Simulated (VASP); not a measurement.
# CsPbCl3: single point with PBE

The system is CsPbCl3.

```
Cs Pb Cl
1.0
     4.01412    2.31755    3.27732
    -4.01412    2.31755    3.27732
     0.00000   -4.63511    3.27732
Cs Pb Cl
1 1 3
Direct
  0.50000 0.50000 0.50000
  0.00000 0.00000 0.00000
  0.50000 0.00005 0.99995
  0.00005 0.99995 0.50000
  0.99995 0.50000 0.00005
```

- Program: VASP 6.6.1
- Task: single point
- Functional: PBE
- Potentials or basis: VASP PAW PBE potentials, release 64 (Cs_sv, Pb_d, Cl)
- Cutoff: 520 eV
- k mesh: 4 × 4 × 4
- Occupations: fermi-dirac, width 0.02 eV
- Spin: no spin polarisation

```json
{"Pressure": "0.7 GPa", "Band gap on the k mesh": "2.10 eV"}
```

Levels at points of the mesh, in eV from the valence-band top:
```csv
k point,band 20,band 21,band 22,band 23,band 24,band 25
"(0.00, 0.00, 0.00)",-2.26,-2.26,-2.26,3.53,4.55,4.55
"(0.50, 0.00, 0.00)",-2.35,-2.35,-1.55,3.10,4.86,5.38
"(0.50, 0.50, 0.00)",-2.50,-1.96,-0.75,2.64,2.64,5.00
"(0.50, 0.50, 0.50)",-1.95,-1.95,0.00,2.10,2.10,2.10
```

Wall time 82 s on 1 thread of Oxide Virtual Turin-like Processor, with other jobs on the host, peak memory 0.25 GiB.

Caveat: spin-orbit coupling is left out, which moves the levels of the heavy elements. A k mesh can miss the band edges.
